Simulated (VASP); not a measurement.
The system is Mo.

```xyz
2
Lattice="2.8452 0.0000 0.0000 -1.4226 2.4640 0.0000 0.0000 0.0000 4.4132" Properties=species:S:1:pos:R:3 pbc="T T T"
Mo    0.0000    1.6427    1.1033
Mo    1.4226    0.8213    3.3099
```

```yaml
Program: VASP 6.6.1
Task: relaxation of cell and atoms
Functional: PBEsol
Potentials_or_basis: VASP PAW PBE potentials, release 64 (Mo_sv)
Cutoff: 600 eV
k_mesh: 9 × 9 × 4
Occupations: gaussian, width 0.1 eV
Spin: no spin polarisation
```

At the start: pressure 0.9 GPa; volume 15.47 Å³/atom.

Problem. Where does the relaxation end?

Solution. Over 12 steps the energy falls by 49.2 meV/atom and the volume is 15.62 Å³/atom (+1.0 %); space group P6_3/mmc (No. 194, to 0.05 Å).

The path:
| step | energy change (eV) | largest force (eV/Å) | pressure (GPa) | volume (Å³) |
| --- | --- | --- | --- | --- |
| 1 | 0.0000 | 0.0000 | 0.88 | 30.94 |
| 2 | 0.0012 | 0.0000 | -2.26 | 31.32 |
| 3 | -0.0004 | 0.0000 | -0.19 | 31.07 |
| 4 | -0.0011 | 0.0000 | -0.34 | 31.08 |
| 5 | -0.0043 | 0.0000 | -0.78 | 31.13 |
| 6 | -0.0156 | 0.0000 | -1.42 | 31.20 |
| 7 | -0.0795 | 0.0000 | -1.34 | 31.31 |
| 8 | 0.0107 | 0.0000 | 1.95 | 31.34 |
| 9 | -0.0980 | 0.0000 | -1.09 | 31.34 |
| 10 | -0.0978 | 0.0000 | -0.05 | 31.23 |
| 11 | -0.0982 | 0.0000 | -0.67 | 31.30 |
| 12 | -0.0984 | 0.0000 | -0.23 | 31.24 |

Final structure:
```xyz
2
Lattice="2.7298 0.0000 0.0000 -1.3649 2.3641 0.0000 0.0000 0.0000 4.8410" Properties=species:S:1:pos:R:3 pbc="T T T"
Mo    0.0000    1.5761    1.2102
Mo    1.3649    0.7880    3.6307
```

Caveat: the PAW data sets were made with another functional, which shifts forces and pressure a little.
